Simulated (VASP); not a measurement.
Set up this calculation in VASP 6.6.1, as the native input.

| Property | Result |
| --- | --- |
| Task | single point |
| Functional | PBE |
| Potentials or basis | VASP PAW PBE potentials, release 64 (Zn, S) |
| Cutoff | 520 eV |
| k mesh | 9 × 9 × 4 |
| Occupations | gaussian, width 0.05 eV |
| Spin | no spin polarisation |
| Dipole correction | no |
| Further INCAR settings | ALGO = Normal; EDIFF = 1e-06; NBANDS = 26 |

The structure of ZnS lies in POSCAR:

```
ZnS
1.0
    3.6884088784      0.0000000000      0.0000000000
   -1.8442044392      3.1942557882      0.0000000000
    0.0000000000      0.0000000000      6.8523260142
Zn S
2 2
Direct
    0.3333333333      0.6666666667      0.0052003725
    0.6666666667      0.3333333333      0.5052003725
    0.3333333333      0.6666666667      0.3930140371
    0.6666666667      0.3333333333      0.8930140371
```

This cell differs from its parent crystal: c/a of the conventional cell at fixed volume 1.8578.

The input as run:

INCAR

```
ALGO = Normal
EDIFF = 1E-6
ENCUT = 520
GGA = PE
ISIF = 2
ISMEAR = 0
LASPH = T
LCHARG = T
LELF = T
LREAL = F
LVHAR = T
LWAVE = F
NBANDS = 26
NELM = 100
PREC = Accurate
SIGMA = 0.05
```

KPOINTS

```
k-points
0
Gamma
  9 9 4
```

Potentials or basis: VASP PAW PBE potentials, release 64 (Zn, S).

Run with:

```bash
$ cat potpaw_PBE.64/Zn/POTCAR potpaw_PBE.64/S/POTCAR > POTCAR
$ mpirun -np 1 vasp_std > vasp.out
```

It gave:

```json
{"Pressure": "3.4 GPa", "Largest force": "0.592 eV/Å", "Band gap on the k mesh": "1.80 eV, direct"}
```

Run time: 61 s on 1 thread of Intel(R) Xeon(R) Platinum 8259CL CPU @ 2.50GHz (Skylake/Cascade Lake) (shared host), peak memory 0.22 GiB.
